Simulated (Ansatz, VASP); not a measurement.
# Two plane-wave programs on NiGe3

```
Ni Ge
1.0
     3.94777    0.00000    0.00000
     0.00000    3.94777    0.00000
     0.00000    0.00000    3.94777
Ni Ge
1 3
Direct
  0.00000 0.00000 0.00000
  0.00000 0.50000 0.50000
  0.50000 0.00000 0.50000
  0.50000 0.50000 0.00000
```

Alike in both runs: task relaxation of cell and atoms; functional PBE; k mesh 4 × 4 × 4; occupations gaussian, width 0.1 eV; collinear spin.

|  | VASP | Ansatz |
| --- | --- | --- |
| version | VASP 6.6.1 | Ansatz 0.2.0 |
| potentials or method | VASP PAW PBE potentials, release 64 (Ni_sv_GW, Ge_d), cutoff 590 eV | scalar-relativistic, plane waves, PAW |
| valence electrons in the cell | 60 | 60 |

Ansatz gave:

```
gap on the k mesh at the Fermi level, each at its own relaxed structure (eV) : none
net moment per atom (μB)                                                     : 0.08
size of the moment on the site where the two differ most (μB)                : 0.18
relaxed volume (Å³/atom)                                                     : 16.33
relaxed cell length with the largest relative difference (Å)                 : 4.027
```

Task: Which values does VASP return?

Result: gap on the k mesh at the Fermi level, each at its own relaxed structure (eV): none; net moment per atom (μB): 0.00; size of the moment on the site where the two differ most (μB): 0.00; relaxed volume (Å³/atom): 16.18; relaxed cell length with the largest relative difference (Å): 4.015.

Site moments also hang on the region over which each program counts them. A gap of «none» marks a metal or a gap that the smearing closes.

The k mesh is coarse, so the values compare programs but aren't converged.
